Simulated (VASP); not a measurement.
# Eu (Im-3m) in VASP: notebook, part 2 of 2

VASP 6.6.1.

## 5. Single point, r2SCAN, collinear spin, ferromagnetic start

The input, POSCAR:

```
Eu
1.0
   -2.2274745855      2.2274745855      2.2274745855
    2.2274745855     -2.2274745855      2.2274745855
    2.2274745855      2.2274745855     -2.2274745855
Eu
1
Direct
    0.0000000000      0.0000000000      0.0000000000
```

The input, INCAR.step1:

```
SYSTEM = Eu
ALGO     = Normal         ! electronic algorithm
EDIFF    = 1E-4           ! SCF threshold, eV
ENCUT    = 520            ! plane-wave cutoff, eV
GGA      = PE             ! functional
ISMEAR   = 1              ! smearing method
ISPIN    = 2              ! spin polarisation
LASPH    = .True.         ! aspherical terms in the spheres
LCHARG   = .False.        ! write CHGCAR
LMAXMIX  = 6              ! l up to which the mixer works
LREAL    = .False.        ! projectors in reciprocal space
LWAVE    = .True.         ! write WAVECAR
MAGMOM   = 7.31           ! initial moments
NBANDS   = 18             ! bands
NELM     = 150            ! most SCF steps
PREC     = Accurate       ! precision mode
SIGMA    = 1.0            ! smearing width, eV
```

The input, INCAR.step2:

```
SYSTEM = Eu
ALGO     = Normal         ! electronic algorithm
EDIFF    = 1E-7           ! SCF threshold, eV
ENCUT    = 520            ! plane-wave cutoff, eV
ISIF     = 2              ! what is computed and relaxed
ISMEAR   = 1              ! smearing method
ISPIN    = 2              ! spin polarisation
ISTART   = 1            
LASPH    = .True.         ! aspherical terms in the spheres
LCHARG   = .False.        ! write CHGCAR
LMAXMIX  = 6              ! l up to which the mixer works
LMIXTAU  = .True.       
LORBIT   = 11             ! projections on sites
LREAL    = .False.        ! projectors in reciprocal space
LWAVE    = .False.        ! write WAVECAR
MAGMOM   = 7.31           ! initial moments
METAGGA  = R2SCAN         ! meta-GGA
NBANDS   = 18             ! bands
NELM     = 150            ! most SCF steps
PREC     = Accurate       ! precision mode
SIGMA    = 1.0            ! smearing width, eV
```

The input, KPOINTS:

```
k-points
0
Gamma
  10 10 10
  0 0 0
```

Potentials or basis: VASP PAW PBE potentials, release 64 (Eu).

The run is started by

```sh
> cat potpaw_PBE.64/Eu/POTCAR > POTCAR
> cp INCAR.step1 INCAR
> mpirun -np 1 vasp_std > vasp.out
> cp INCAR.step2 INCAR
> mpirun -np 1 vasp_std > vasp.out
```

OUTCAR:

```text
SYSTEM = Eu
   EDIFF = 1E-7
   ENCUT = 520
   ISIF = 2
   ISMEAR = 1
   ISPIN = 2
   ISTART = 1
   LASPH = .True.
   LORBIT = 11
   LREAL = .False.
   METAGGA = R2SCAN
   NELM = 150
   PREC = Accurate

 ion  position               nearest neighbor table
   1  0.000  0.000  0.000-

  LATTYP: Found a body centered cubic cell.
 ALAT       =     4.4549491710

  Lattice vectors:

 A1 = (  -2.2274745855,   2.2274745855,   2.2274745855)
 A2 = (   2.2274745855,  -2.2274745855,   2.2274745855)
 A3 = (   2.2274745855,   2.2274745855,  -2.2274745855)

Analysis of symmetry for initial positions (statically):
=====================================================================
 Subroutine PRICEL returns:
 Original cell was already a primitive cell.

 Routine SETGRP: Setting up the symmetry group for a
 body centered cubic supercell.

 Subroutine GETGRP returns: Found 48 space group operations
 (whereof 48 operations were pure point group operations)
 out of a pool of 48 trial point group operations.

The static configuration has the point symmetry O_h .

Analysis of symmetry for dynamics (positions and initial velocities):
[... 686 lines left out ...]

 spin component 2

 k-point     1 :       0.0000    0.0000    0.0000
  band No.  band energies     occupation
      1     -37.5972      1.00000
      2     -16.5893      1.00000
      3     -16.5893      1.00000
      4     -16.5893      1.00000
      5      -1.0653      1.00010
      6       5.2057     -0.00002
[... 493 lines left out ...]
     17       8.1200     -0.00000
     18      12.1041     -0.00000

 [... further k-points ...]

------------------------ aborting loop because EDIFF is reached ----------------------------------------

  FORCE on cell =-STRESS in cart. coord.  units (eV):
  Direction    XX          YY          ZZ          XY          YZ          ZX
  --------------------------------------------------------------------------------------
  -------------------------------------------------------------------------------------
  Total       -0.1794834     -0.1794834     -0.1794834      0.0000000      0.0000000     -0.0000000
  in kB       -6.5048409     -6.5048409     -6.5048409      0.0000000      0.0000000     -0.0000000
  external PRESSURE =      -6.5048409 kB  Pullay stress =       0.0000000 kB

 VOLUME and BASIS-vectors are now :
 -----------------------------------------------------------------------------
  energy-cutoff  :      520.00
  volume of cell :       44.21
      direct lattice vectors                 reciprocal lattice vectors
    -2.227474585  2.227474585  2.227474585     0.000000000  0.224469452  0.224469452
     2.227474585 -2.227474585  2.227474585     0.224469452  0.000000000  0.224469452
     2.227474585  2.227474585 -2.227474585     0.224469452  0.224469452  0.000000000

 POSITION                                       TOTAL-FORCE (eV/Angst)
 -----------------------------------------------------------------------------------
      0.00000      0.00000      0.00000        -0.000000     -0.000000      0.000000
 -----------------------------------------------------------------------------------
    total drift:                               -0.000000     -0.000000      0.000000

  FREE ENERGIE OF THE ION-ELECTRON SYSTEM (eV)
  ---------------------------------------------------
  free  energy   TOTEN  =       -39.5158565394 eV

  energy  without entropy=      -39.5887462834  energy(sigma->0) =      -39.54015312

 total charge

# of ion       s       p       d       f       tot
--------------------------------------------------
    1        2.078   5.762   0.293   6.640  14.772

 magnetization (x)

# of ion       s       p       d       f       tot
--------------------------------------------------
    1       -0.006  -0.141   0.229   6.639   6.721
```

OUTCAR.step1:

```text
SYSTEM = Eu
   EDIFF = 1E-4
   ENCUT = 520
   GGA = PE
   ISMEAR = 1
   ISPIN = 2
   LASPH = .True.
[... 1245 lines left out ...]
 POSITION                                       TOTAL-FORCE (eV/Angst)
 -----------------------------------------------------------------------------------
      0.00000      0.00000      0.00000         0.000000     -0.000000     -0.000000
 -----------------------------------------------------------------------------------
    total drift:                               -0.000000     -0.000000      0.000000

  FREE ENERGIE OF THE ION-ELECTRON SYSTEM (eV)
  ---------------------------------------------------
  free  energy   TOTEN  =       -11.2769719668 eV

  energy  without entropy=      -11.3256369257  energy(sigma->0) =      -11.29319362
```

OSZICAR.step1:

```text
N       E                     dE             d eps       ncg     rms          rms(c)
DAV:   1     0.107050590949E+03    0.10705E+03   -0.64236E+03  4136   0.399E+03
DAV:   2     0.792917133250E+01   -0.99121E+02   -0.88573E+02  4374   0.275E+02
DAV:   3    -0.745101929512E+01   -0.15380E+02   -0.15094E+02  5122   0.995E+01
DAV:   4    -0.898106693004E+01   -0.15300E+01   -0.15185E+01  6632   0.244E+01
DAV:   5    -0.905166260603E+01   -0.70596E-01   -0.70501E-01  5738   0.608E+00    0.302E+01
DAV:   6    -0.134220464124E+02   -0.43704E+01   -0.54652E+00  4660   0.235E+01    0.340E+01
DAV:   7    -0.116496353714E+02    0.17724E+01   -0.38112E+00  5318   0.446E+01    0.926E+00
DAV:   8    -0.114088025064E+02    0.24083E+00   -0.21717E+00  4520   0.299E+01    0.125E+01
DAV:   9    -0.112843836845E+02    0.12442E+00   -0.29602E-01  5552   0.118E+01    0.271E+00
DAV:  10    -0.112770037764E+02    0.73799E-02   -0.39016E-02  6008   0.104E+00    0.152E+00
DAV:  11    -0.112791878989E+02   -0.21841E-02   -0.28288E-03  5668   0.851E-01    0.146E+00
DAV:  12    -0.112780901016E+02    0.10978E-02   -0.10315E-02  4670   0.241E+00    0.917E-01
DAV:  13    -0.112778641726E+02    0.22593E-03   -0.35787E-04  6132   0.146E-01    0.833E-01
DAV:  14    -0.112776394016E+02    0.22477E-03   -0.31816E-05  2820   0.101E-01    0.698E-01
DAV:  15    -0.112769678700E+02    0.67153E-03   -0.10504E-03  4606   0.699E-01    0.128E-01
DAV:  16    -0.112769719668E+02   -0.40969E-05   -0.47658E-05  2836   0.480E-02
   1 F= -.11276972E+02 E0= -.11293194E+02  d E =0.486650E-01  mag=     7.5049
```

Wall time 4.8 min (1 thread of AMD EPYC 9R45 (Zen 5), shared host); peak memory 0.21 GiB.

Results:

| Item | Value |
| --- | --- |
| Free energy | -39.5159 eV |
| Pressure | -0.7 GPa |
| Net moment | 7.92 μB per cell |
| Site moments | Eu +6.72 μB |
| Valence electrons inside the program's atomic spheres | Eu 14.77 |

Caveat: so wide a smearing shifts energies and pressures; the PAW data sets were made with another functional, which shifts forces and pressure a little; spin-orbit coupling is left out, which moves the levels of the heavy elements; semilocal functionals describe open f shells poorly, which spoils levels, moments and volumes. The state reached can hang on the start; a lower one may exist.

## 6. The runs side by side

| smearing | gap on the mesh (eV) | pressure (GPa) | moment (μB) |
| --- | --- | --- | --- |
| methfessel-paxton 0.01 eV | none | -0.3 | 7.74 |
| methfessel-paxton 0.2 eV | none | -0.4 | 7.71 |
| methfessel-paxton 0.6 eV | none | -0.6 | 7.91 |
| methfessel-paxton 1 eV | none | -0.7 | 7.92 |

Alike in all rows: task single point; level r2SCAN; potentials or basis VASP PAW PBE potentials, release 64 (Eu); spin collinear, ferromagnetic start; cell as given; k mesh 10 × 10 × 10; cutoff (eV) 520.

Caveats: the PAW data sets were made with another functional, which shifts forces and pressure a little; spin-orbit coupling is left out, which moves the levels of the heavy elements; semilocal functionals describe open f shells poorly, which spoils levels, moments and volumes; so wide a smearing shifts energies and pressures (at least some runs).

Total energies depend on the potentials used, so only differences within one code and one set of settings carry meaning.
